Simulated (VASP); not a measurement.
# Ag (Im-3m) in VASP: notebook

The runs below take Ag through single point, relaxation of cell and atoms, with RPBE.

Program: VASP 6.6.1. These are calculated values, not measurements. Logs are shortened: lines on timing, memory, paths and dates and some standing lists are left out, and cuts for length are marked.

## 1. The cell of the first run

Symmetry: Im-3m, No. 229, cubic system. The conventional cell has a = 3.485 Å, b = 3.485 Å, c = 3.485 Å, α = 90.00°, β = 90.00°, γ = 90.00°. Ag (site symmetry m-3m) has 14 Ag at 3.02 to 3.49 Å within 4.0 Å.

## 2. Single point, RPBE (volume scaled by 1.12)

The input, INCAR:

```
  PREC = Accurate
  ENCUT = 520
  EDIFF = 1E-6
  ISMEAR = -1
  SIGMA = 0.1
  LREAL = False
  LASPH = True
  NELM = 60
  ALGO = Normal
  ISIF = 2
  LWAVE = False
  LCHARG = False
  GGA = RP
  NBANDS = 12
```

The input, KPOINTS:

```
regular mesh
0
Gamma
  15 15 15
```

The input, POSCAR:

```
Ag
1.0
   -1.7426476530      1.7426476530      1.7426476530
    1.7426476530     -1.7426476530      1.7426476530
    1.7426476530      1.7426476530     -1.7426476530
Ag
1
Direct
    0.0000000000      0.0000000000      0.0000000000
```

Potentials or basis: VASP PAW PBE potentials, release 64 (Ag).

Launch:

```
$ cat potpaw_PBE.64/Ag/POTCAR > POTCAR
$ mpirun -np 1 vasp_std > vasp.out
```

OUTCAR:

```text
PREC = Accurate
   ENCUT = 520
   EDIFF = 1E-6
   ISMEAR = -1
   LREAL = False
   LASPH = True
   NELM = 60
   ISIF = 2
   GGA = RP

 ion  position               nearest neighbor table
   1  0.000  0.000  0.000-

  LATTYP: Found a body centered cubic cell.
 ALAT       =     3.4852953060

  Lattice vectors:

 A1 = (  -1.7426476530,   1.7426476530,   1.7426476530)
 A2 = (   1.7426476530,  -1.7426476530,   1.7426476530)
 A3 = (   1.7426476530,   1.7426476530,  -1.7426476530)

Analysis of symmetry for initial positions (statically):
=====================================================================
 Subroutine PRICEL returns:
 Original cell was already a primitive cell.

 Routine SETGRP: Setting up the symmetry group for a
 body centered cubic supercell.

 Subroutine GETGRP returns: Found 48 space group operations
 (whereof 48 operations were pure point group operations)
 out of a pool of 48 trial point group operations.

The static configuration has the point symmetry O_h .

Analysis of symmetry for dynamics (positions and initial velocities):
=====================================================================
 Subroutine PRICEL returns:
 Original cell was already a primitive cell.

 Routine SETGRP: Setting up the symmetry group for a
 body centered cubic supercell.

 Subroutine GETGRP returns: Found 48 space group operations
 (whereof 48 operations were pure point group operations)
 out of a pool of 48 trial point group operations.

The dynamic configuration has the point symmetry O_h .

 Subroutine INISYM returns: Found 48 space group operations
 (whereof 48 operations are pure point group operations),
 and found     1 'primitive' translations

----------------------------------------------------------------------------------------

                                     Primitive cell

  volume of cell :      21.1684

  direct lattice vectors                    reciprocal lattice vectors
    -1.742647653  1.742647653  1.742647653     0.000000000  0.286919733  0.286919733
     1.742647653 -1.742647653  1.742647653     0.286919733  0.000000000  0.286919733
     1.742647653  1.742647653 -1.742647653     0.286919733  0.286919733  0.000000000

  length of vectors
     3.018354275  3.018354275  3.018354275     0.405765778  0.405765778  0.405765778

  position of ions in fractional coordinates (direct lattice)
     0.000000000  0.000000000  0.000000000

[... 80 lines left out ...]
   NFREE  =      0    steps in history (QN), initial steepest desc. (CG)
   ISIF   =      2    stress and relaxation
   ISYM   =      2    0-nonsym 1-usesym 2-fastsym
   POTIM  = 0.5000    time-step for ionic-motion
   TEBEG  =    0.0;   TEEND  =   0.0 temperature during run
   PSTRESS=    0.0 pullay stress
   NELECT =      11.0000    total number of electrons
   NUPDOWN=      -1.0000    fix difference up-down
   EMIN   =  10.00;   EMAX   =-10.00  energy-range for DOS
   EFERMI =   0.00;   METHOD = LEGACY
   ISMEAR =    -1;   SIGMA  =   0.10  broadening in eV -4-tet -1-fermi 0-gaus
   EFERMI_NEDOS =   21; number of points for ismear=-14 and -15
   IALGO  =     38    algorithm
   IMIX   =      4    mixing-type and parameters
     AMIX     =   0.40;   BMIX     =  1.00
     AMIX_MAG =   1.60;   BMIX_MAG =  1.00
  volume/ion in A,a.u.               =      21.17       142.85
  Fermi-wavevector in a.u.,A,eV,Ry     =   1.316162  2.487186 23.569147  1.732283
  Thomas-Fermi vector in A             =   2.446294
   LORBIT       =      0    0 simple, 1 ext, 2 COOP (PROOUT), +10 PAW based schemes
   GGA     = RP    functional components
   LHFCALC =     F    Hartree Fock is set to
   AEXX    =    0.0000 exact exchange contribution
   IVDW    =     0    specifies the selected vdW correction
   LEPSILON=     F    determine dielectric tensor
   LRPA    =     F    only Hartree local field effects (RPA)
 non-spin polarized calculation
  energy-cutoff  :      520.00
  volume of cell :       21.17
 maximum number of plane-waves:       586
   NGX = 11   NGY = 11   NGZ = 11

 number of electron      10.9999997 magnetization

 Free energy of the ion-electron system (eV)
  ---------------------------------------------------
  ext. energy  EPLUGINS =         0.00000000
  ---------------------------------------------------
  free energy    TOTEN  =        -2.13023606 eV

  energy without entropy =       -2.12125402  energy(sigma->0) =       -2.12574504

 E-fermi :   6.0030     XC(G=0): -10.8127

 val. band max:        5.9644108911   @ k =  -0.3333   0.4000   0.2000
 cond. band min:       6.0484523576   @ k =  -0.4000   0.4667   0.0667
 fundamental gap:      0.0840414665
 Fermi energy:         6.0030048314

 k-point     1 :       0.0000    0.0000    0.0000
  band No.  band energies     occupation
      1      -0.3524      2.00000
      2       1.6682      2.00000
      3       1.6682      2.00000
      4       1.6682      2.00000
      5       2.5878      2.00000
      6       2.5878      2.00000
      7      23.0101      0.00000
      8      23.0101      0.00000
      9      23.0101      0.00000
     10      26.3988      0.00000
     11      26.3988      0.00000
     12      26.3988      0.00000
[... 331 lines left out ...]
 k-point    24 :       0.4000    0.2000    0.0000
  band No.  band energies     occupation
      1       0.9973      2.00000
      2       1.3296      2.00000
      3       2.2162      2.00000
      4       2.5445      2.00000
      5       2.8649      2.00000
      6       8.0147      0.00000
      7       9.3057      0.00000
      8      13.9165      0.00000
      9      18.5433      0.00000
     10      24.3621      0.00000
     11      27.0112      0.00000
     12      29.1047      0.00000

 [... further k-points ...]

------------------------ aborting loop because EDIFF is reached ----------------------------------------

  FORCE on cell =-STRESS in cart. coord.  units (eV):
  Direction    XX          YY          ZZ          XY          YZ          ZX
  --------------------------------------------------------------------------------------
  -------------------------------------------------------------------------------------
  Total       -0.7935068     -0.7935068     -0.7935068      0.0000000      0.0000000      0.0000000
  in kB      -60.0582244    -60.0582244    -60.0582244      0.0000000      0.0000000      0.0000000
  external PRESSURE =     -60.0582244 kB  Pullay stress =       0.0000000 kB

 VOLUME and BASIS-vectors are now :
 -----------------------------------------------------------------------------
  energy-cutoff  :      520.00
  volume of cell :       21.17
      direct lattice vectors                 reciprocal lattice vectors
    -1.742647653  1.742647653  1.742647653     0.000000000  0.286919733  0.286919733
     1.742647653 -1.742647653  1.742647653     0.286919733  0.000000000  0.286919733
     1.742647653  1.742647653 -1.742647653     0.286919733  0.286919733  0.000000000

 POSITION                                       TOTAL-FORCE (eV/Angst)
 -----------------------------------------------------------------------------------
      0.00000      0.00000      0.00000        -0.000000      0.000000     -0.000000
 -----------------------------------------------------------------------------------
    total drift:                                0.000000      0.000000     -0.000000

  FREE ENERGIE OF THE ION-ELECTRON SYSTEM (eV)
  ---------------------------------------------------
  free  energy   TOTEN  =        -2.1302360576 eV

  energy  without entropy=       -2.1212540233  energy(sigma->0) =       -2.12574504
```

stdout:

```text
POSCAR found type information on POSCAR Ag
 POSCAR found :  1 types and       1 ions
 scaLAPACK will be used
 -----------------------------------------------------------------------------
|                                                                             |
|                                                                             |
|     You enforced a specific xc type in the INCAR file but a different       |
|     I HOPE YOU KNOW WHAT YOU ARE DOING!                                     |
|                                                                             |
 -----------------------------------------------------------------------------

 LDA part: xc-table for (Slater+PW92), standard interpolation
 POSCAR, INCAR and KPOINTS ok, starting setup
 FFT: planning ... GRIDC
 FFT: planning ... GRID_SOFT
 FFT: planning ... GRID
 WAVECAR not read
 entering main loop
```

Wall time 32 s (1 thread of Intel Xeon 8259CL, shared host); peak memory 0.15 GiB.

What came out:

```yaml
Free_energy: -2.1302 eV
Pressure: -6.0 GPa
```

Levels at points of the mesh, in eV from the Fermi level:
| k point | band 1 | band 2 | band 3 | band 4 | band 5 | band 6 | band 7 | band 8 | band 9 | band 10 |
| --- | --- | --- | --- | --- | --- | --- | --- | --- | --- | --- |
| (0.00, 0.00, 0.00) | -6.36 | -4.33 | -4.33 | -4.33 | -3.42 | -3.42 | 17.01 | 17.01 | 17.01 | 20.40 |

Caveat: the cell differs from its parent crystal (volume scaled by 1.12); the PAW data sets were made with another functional, which shifts forces and pressure a little.

## 3. Relaxation of cell and atoms, RPBE

This run uses another cell than the first one, of 17.06 Å³/atom, 0.806 times its volume.

The input, INCAR:

```
ALGO     = Normal         # electronic algorithm
EDIFF    = 1E-7           # SCF threshold, eV
EDIFFG   = -0.01          # ionic threshold
ENCUT    = 600            # plane-wave cutoff, eV
GGA      = RP             # functional
IBRION   = 2              # ionic algorithm
ISIF     = 3              # what is computed and relaxed
ISMEAR   = -1             # smearing method
LASPH    = T              # aspherical terms in the spheres
LCHARG   = F              # write CHGCAR
LREAL    = F              # projectors in reciprocal space
LWAVE    = F              # write WAVECAR
NELM     = 80             # most SCF steps
NSW      = 80             # ionic steps
PREC     = Accurate       # precision mode
SIGMA    = 0.1            # smearing width, eV
```

The input, KPOINTS:

```
k-points
0
Gamma
  14 14 14
```

The input, POSCAR:

```
Ag
1.0
   -1.6216095446      1.6216095446      1.6216095446
    1.6216095446     -1.6216095446      1.6216095446
    1.6216095446      1.6216095446     -1.6216095446
Ag
1
Direct
    0.0000000000      0.0000000000      0.0000000000
```

Potentials or basis: VASP PAW PBE potentials, release 64 (Ag).

Launch:

```
$ cat potpaw_PBE.64/Ag/POTCAR > POTCAR
$ mpirun -np 1 vasp_std > vasp.out
```

Wall time 58 s (1 thread of Intel Xeon 8259CL, shared host); peak memory 0.16 GiB.

It converged, with:

| Property | Result |
| --- | --- |
| Free energy | -2.1702 eV |
| Relaxed volume | 18.85 Å³/atom |
| Relaxed cell | a = 2.904 Å, b = 2.904 Å, c = 2.904 Å, α = 109.47°, β = 109.47°, γ = 109.47° |
| Space group after relaxing (to 0.05 Å) | Im-3m (No. 229) |
| Energy gained by relaxing | 47.8 meV/atom |
| Ionic steps | 3 |
| Pressure after relaxing | 0.0 GPa |

Step by step:
| step | energy change (eV) | largest force (eV/Å) | pressure (GPa) | volume (Å³) |
| --- | --- | --- | --- | --- |
| 1 | 0.0000 | 0.0000 | 9.51 | 17.06 |
| 2 | -0.0407 | 0.0000 | -2.65 | 19.68 |
| 3 | -0.0478 | 0.0000 | 0.05 | 18.85 |

Final structure:
```
CELL_PARAMETERS angstrom
-1.67661 1.67661 1.67661
1.67661 -1.67661 1.67661
1.67661 1.67661 -1.67661
ATOMIC_POSITIONS crystal
Ag 0.00000 0.00000 0.00000
```

Levels at points of the mesh, in eV from the Fermi level:
```csv
k point,band 2,band 3,band 4,band 5,band 6,band 7,band 8,band 9
"(0.00, 0.00, 0.00)",-4.65,-4.65,-4.65,-3.52,-3.52,17.53,17.53,17.53
"(0.50, 0.00, 0.00)",-5.30,-3.57,-3.43,-2.68,0.14,3.57,12.92,13.62
"(0.50, 0.50, 0.50)",-5.83,-2.89,-2.89,-2.89,6.61,6.61,6.61,11.48
```

Caveat: the PAW data sets were made with another functional, which shifts forces and pressure a little.

(Part 1 of 2 ends here.)
